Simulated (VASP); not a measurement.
# Re (I4/mmm) in VASP: a series of runs, part 2 of 2

VASP 6.6.1. Earlier steps stand in the parts before.

## Step 5: Single point, PBE (15.97 Å³/atom)

This run uses another cell than the first one, of 15.97 Å³/atom.

INCAR reads:

```
SYSTEM = Re
PREC = Accurate
ENCUT = 560
EDIFF = 1E-6
ISMEAR = 0
SIGMA = 0.15
LREAL = .False.
LASPH = .True.
NELM = 120
ALGO = Normal
ISIF = 2
LWAVE = .False.
LCHARG = .True.
GGA = PE
LELF = .True.
LVHAR = .True.
NBANDS = 14
GGA_COMPAT = .False.
```

KPOINTS reads:

```
Automatic mesh
0
Gamma
  10 10 10
  0 0 0
```

POSCAR reads:

```
Re
1.0
    0.0000000000      2.3323919754      1.4675410309
    2.3323919754      0.0000000000      1.4675410309
    2.3323919754      2.3323919754      0.0000000000
Re
1
Direct
    0.0000000000      0.0000000000      0.0000000000
```

Potentials or basis: VASP PAW PBE potentials, release 64 (Re_sv_GW).

Run with:

```bash
> cat potpaw_PBE.64/Re_sv_GW/POTCAR > POTCAR
> mpirun -np 1 vasp_std > vasp.out
```

OUTCAR:

```text
SYSTEM = Re
   PREC = Accurate
   ENCUT = 560
   EDIFF = 1E-6
   ISMEAR = 0
   LREAL = .False.
   LASPH = .True.
   NELM = 120
   ISIF = 2
   GGA = PE

 ion  position               nearest neighbor table
   1  0.000  0.000  0.000-

  LATTYP: Found a body centered tetragonal cell.
 ALAT       =     3.2985003644
 C/A-ratio  =     0.8898231734

  Lattice vectors:

 A1 = (   0.0000000000,  -2.3323919754,  -1.4675410309)
 A2 = (   0.0000000000,   2.3323919754,  -1.4675410309)
 A3 = (   2.3323919754,   0.0000000000,   1.4675410309)

Analysis of symmetry for initial positions (statically):
=====================================================================
 Subroutine PRICEL returns:
 Original cell was already a primitive cell.

 Routine SETGRP: Setting up the symmetry group for a
 body centered tetragonal supercell.

 Subroutine GETGRP returns: Found 16 space group operations
 (whereof 16 operations were pure point group operations)
 out of a pool of 16 trial point group operations.

The static configuration has the point symmetry D_4h.

Analysis of symmetry for dynamics (positions and initial velocities):
=====================================================================
 Subroutine PRICEL returns:
 Original cell was already a primitive cell.

 Routine SETGRP: Setting up the symmetry group for a
 body centered tetragonal supercell.

 Subroutine GETGRP returns: Found 16 space group operations
 (whereof 16 operations were pure point group operations)
 out of a pool of 16 trial point group operations.

The dynamic configuration has the point symmetry D_4h.

 Subroutine INISYM returns: Found 16 space group operations
 (whereof 16 operations are pure point group operations),
 and found     1 'primitive' translations

----------------------------------------------------------------------------------------

                                     Primitive cell

  volume of cell :      15.9670

  direct lattice vectors                    reciprocal lattice vectors
     0.000000000  2.332391975  1.467541031    -0.214372200  0.214372200  0.340705977
     2.332391975  0.000000000  1.467541031     0.214372200 -0.214372200  0.340705977
     2.332391975  2.332391975  0.000000000     0.214372200  0.214372200 -0.340705977

  length of vectors
     2.755672151  2.755672151  3.298500364     0.456060789  0.456060789  0.456060789

  position of ions in fractional coordinates (direct lattice)
     0.000000000  0.000000000  0.000000000

  ion indices of the primitive-cell ions
   primitive index   ion index
                 1           1

----------------------------------------------------------------------------------------

 KPOINTS: Automatic mesh

Automatic generation of k-mesh.
 Grid dimensions read from file:
 generate k-points for:   10   10   10

 Generating k-lattice:

  Cartesian coordinates                     Fractional coordinates (reciprocal lattice)
    -0.021437220  0.021437220  0.034070598     0.100000000  0.000000000  0.000000000
     0.021437220 -0.021437220  0.034070598     0.000000000  0.100000000  0.000000000
     0.021437220  0.021437220 -0.034070598     0.000000000  0.000000000  0.100000000

  Length of vectors
     0.045606079  0.045606079  0.045606079

  Shift w.r.t. Gamma in fractional coordinates (k-lattice)
     0.000000000  0.000000000  0.000000000

 Subroutine IBZKPT returns following result:
 ===========================================

 Found    102 irreducible k-points:

 Following reciprocal coordinates:
            Coordinates               Weight
  0.000000  0.000000  0.000000      1.000000
  0.100000  0.000000  0.000000      8.000000
  0.200000  0.000000  0.000000      8.000000
  0.300000  0.000000  0.000000      8.000000
  0.400000  0.000000  0.000000      8.000000
  0.500000  0.000000  0.000000      4.000000
[... 16 lines left out ...]
  0.300000  0.300000  0.000000      2.000000
  0.400000  0.300000  0.000000      8.000000
 [... further k-points ...]
   k-points           NKPTS =    102   k-points in BZ     NKDIM =    102   number of bands    NBANDS=     14
   number of dos      NEDOS =    301   number of ions     NIONS =      1
   total plane-waves  NPLWV =  16128
   dimension x,y,z NGX =    24 NGY =   24 NGZ =   28
   dimension x,y,z NGXF=    48 NGYF=   48 NGZF=   56
   ions per type =               1
   NGX,Y,Z   is equivalent  to a cutoff of  14.48, 14.48, 14.11 a.u.
   NGXF,Y,Z  is equivalent  to a cutoff of  28.96, 28.96, 28.22 a.u.
 SYSTEM =  Re
   PREC   = accura    normal or accurate (medium, high low for compatibility)
   ISTART =      0    job   : 0-new  1-cont  2-samecut
   ICHARG =      2    charge: 1-file 2-atom 10-const
   ISPIN  =      1    spin polarized calculation?
   LNONCOLLINEAR =      F non collinear calculations
   LSORBIT =      F    spin-orbit coupling
   LASPH  =      T    aspherical Exc in radial PAW
   ENCUT  =  560.0 eV  41.16 Ry    6.42 a.u.   5.32  5.32  6.36*2*pi/ulx,y,z
   NELM   =    120;   NELMIN=  2; NELMDL= -5     # of ELM steps
   EDIFF  = 0.1E-05   stopping-criterion for ELM
   LREAL  =      F    real-space projection
   EDIFFG = 0.1E-04   stopping-criterion for IOM
   NSW    =      0    number of steps for IOM
   IBRION =     -1    ionic relax: 0-MD 1-quasi-New 2-CG
   NFREE  =      0    steps in history (QN), initial steepest desc. (CG)
   ISIF   =      2    stress and relaxation
   ISYM   =      2    0-nonsym 1-usesym 2-fastsym
   POTIM  = 0.5000    time-step for ionic-motion
   TEBEG  =    0.0;   TEEND  =   0.0 temperature during run
   PSTRESS=    0.0 pullay stress
   NELECT =      15.0000    total number of electrons
   NUPDOWN=      -1.0000    fix difference up-down
   EMIN   =  10.00;   EMAX   =-10.00  energy-range for DOS
   EFERMI =   0.00;   METHOD = LEGACY
   ISMEAR =     0;   SIGMA  =   0.15  broadening in eV -4-tet -1-fermi 0-gaus
   EFERMI_NEDOS =   21; number of points for ismear=-14 and -15
   IALGO  =     38    algorithm
   IMIX   =      4    mixing-type and parameters
     AMIX     =   0.40;   BMIX     =  1.00
     AMIX_MAG =   1.60;   BMIX_MAG =  1.00
  volume/ion in A,a.u.               =      15.97       107.75
  Fermi-wavevector in a.u.,A,eV,Ry     =   1.603359  3.029909 34.977320  2.570760
  Thomas-Fermi vector in A             =   2.700034
   LORBIT       =      0    0 simple, 1 ext, 2 COOP (PROOUT), +10 PAW based schemes
   GGA     = PE    functional components
   LHFCALC =     F    Hartree Fock is set to
   AEXX    =    0.0000 exact exchange contribution
   IVDW    =     0    specifies the selected vdW correction
   LEPSILON=     F    determine dielectric tensor
   LRPA    =     F    only Hartree local field effects (RPA)
 non-spin polarized calculation
 Gauss-broadening in eV      SIGMA  =   0.15
  energy-cutoff  :      560.00
  volume of cell :       15.97
 maximum number of plane-waves:       505
 NGX is ok and might be reduce to    24
   NGX = 11   NGY = 11   NGZ = 13

 number of electron      14.9999999 magnetization

 Free energy of the ion-electron system (eV)
  ---------------------------------------------------
  ext. energy  EPLUGINS =         0.00000000
  ---------------------------------------------------
  free energy    TOTEN  =       -13.70524573 eV

  energy without entropy =      -13.69321211  energy(sigma->0) =      -13.69922892

 E-fermi :  12.4044     XC(G=0): -13.7371

 val. band max:       12.3928245159   @ k =  -0.3000   0.3000   0.0000
 cond. band min:      12.4574155359   @ k =  -0.4000   0.3000   0.0000
 fundamental gap:      0.0645910201
 Fermi energy:        12.4044110119

 k-point     1 :       0.0000    0.0000    0.0000
  band No.  band energies     occupation
      1     -68.2501      2.00000
      2     -29.6261      2.00000
      3     -29.6261      2.00000
      4     -29.4339      2.00000
      5       2.3940      2.00000
      6       9.2386      2.00000
      7      10.7607      2.00000
      8      10.7607      2.00000
      9      12.2479      1.85992
     10      14.0074      0.00000
     11      26.4954      0.00000
     12      26.4954      0.00000
     13      28.8253      0.00000
     14      37.6157      0.00000
[... 375 lines left out ...]
 k-point    24 :       0.4000    0.3000    0.0000
  band No.  band energies     occupation
      1     -68.1232      2.00000
      2     -30.2361      2.00000
      3     -30.1632      2.00000
      4     -29.9945      2.00000
      5       7.2893      2.00000
      6       7.9478      2.00000
      7      11.2733      2.00000
      8      11.7044      2.00000
      9      14.7535      0.00000
     10      17.9225      0.00000
     11      23.7152      0.00000
     12      25.0980      0.00000
     13      28.4847      0.00000
     14      31.1034      0.00000

 [... further k-points ...]

------------------------ aborting loop because EDIFF is reached ----------------------------------------

  FORCE on cell =-STRESS in cart. coord.  units (eV):
  Direction    XX          YY          ZZ          XY          YZ          ZX
  --------------------------------------------------------------------------------------
  -------------------------------------------------------------------------------------
  Total       -1.9149628     -1.9149628     -1.5757850      0.0000000      0.0000000      0.0000000
  in kB     -192.1531858   -192.1531858   -158.1190546      0.0000000      0.0000000      0.0000000
  external PRESSURE =    -180.8084754 kB  Pullay stress =       0.0000000 kB

 VOLUME and BASIS-vectors are now :
 -----------------------------------------------------------------------------
  energy-cutoff  :      560.00
  volume of cell :       15.97
      direct lattice vectors                 reciprocal lattice vectors
     0.000000000  2.332391975  1.467541031    -0.214372200  0.214372200  0.340705977
     2.332391975  0.000000000  1.467541031     0.214372200 -0.214372200  0.340705977
     2.332391975  2.332391975  0.000000000     0.214372200  0.214372200 -0.340705977

 POSITION                                       TOTAL-FORCE (eV/Angst)
 -----------------------------------------------------------------------------------
      0.00000      0.00000      0.00000         0.000000      0.000000     -0.000000
 -----------------------------------------------------------------------------------
    total drift:                               -0.000000     -0.000000     -0.000000

  FREE ENERGIE OF THE ION-ELECTRON SYSTEM (eV)
  ---------------------------------------------------
  free  energy   TOTEN  =       -13.7052457349 eV

  energy  without entropy=      -13.6932121101  energy(sigma->0) =      -13.69922892
```

Run time: 23 s. Hardware: 1 thread of AMD EPYC 9R45 (Zen 5), shared host; peak memory 0.14 GiB.

Results:

* Free energy: -13.7052 eV
* Pressure: -18.1 GPa
* Band gap on the k mesh: zero (an odd number of electrons rules out a gap without spin polarisation)

Caveat: the cell stands under tension; spin-orbit coupling is left out, which moves the levels of the heavy elements.

## Step 6: Summary

```csv
cell,gap on the mesh (eV),pressure (GPa)
"a = 2.696, b = 2.696, c = 3.017 Å, angles 56.0, 56.0, 68.0°, 1 atom",none,1.1
"a = 2.766, b = 2.766, c = 3.095 Å, angles 56.0, 56.0, 68.0°, 1 atom",none,-22.5
"a = 2.629, b = 2.629, c = 2.884 Å, angles 56.7, 56.7, 66.5°, 1 atom",none,38.0
"a = 2.756, b = 2.756, c = 3.299 Å, angles 53.2, 53.2, 73.5°, 1 atom",none,-18.1
```

Alike in all rows: task single point; level PBE; potentials or basis VASP PAW PBE potentials, release 64 (Re_sv_GW); no spin polarisation; k mesh 10 × 10 × 10; cutoff (eV) 560; smearing gaussian 0.15 eV.

Caveats: spin-orbit coupling is left out, which moves the levels of the heavy elements; the cell stands under tension (at least some runs); the stress differs along the axes, from 32 to 50 GPa (at least some runs).

Total energies depend on the potentials used, so only differences within one code and one set of settings carry meaning.

The gap in the log of VASP goes by the Fermi energy; the results here count the filled bands.